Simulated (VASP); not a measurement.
V, 2 atoms in the cell. It takes space group P6_3/mmc (No. 194, hexagonal). The conventional cell has a = 2.331 Å, b = 2.331 Å, c = 4.277 Å, α = 90.00°, β = 90.00°, γ = 120.00°. Within 3.1 Å of V (site symmetry -6m2) lie 12 V at 2.33 to 2.53 Å. 

| Item | Value |
| --- | --- |
| Program | VASP 6.6.1 |
| Task | single point |
| Functional | LDA |
| Potentials or basis | VASP PAW LDA potentials, release 64 (V_sv) |
| Cutoff | 520 eV |
| k mesh | 18 × 18 × 10 |
| Occupations | fermi-dirac, width 0.08 eV |
| Spin | no spin polarisation |
| Dipole correction | no |
| Further INCAR settings | ALGO = Normal; EDIFF = 1e-07; NBANDS = 20 |

Potentials or basis: VASP PAW LDA potentials, release 64 (V_sv).

Command:

```sh
$ cat potpaw_LDA.64/V_sv/POTCAR > POTCAR
$ mpirun -np 1 vasp_std > vasp.out
```

Hardware: 1 thread of Intel(R) Xeon(R) Platinum 8488C (Sapphire Rapids) (shared host).

Question: Estimate the wall time of this run.

Answer: Run time: 67 s on 1 thread of Intel(R) Xeon(R) Platinum 8488C (Sapphire Rapids) (shared host), peak memory 0.17 GiB. Counts: scf iterations 13, k points 222.
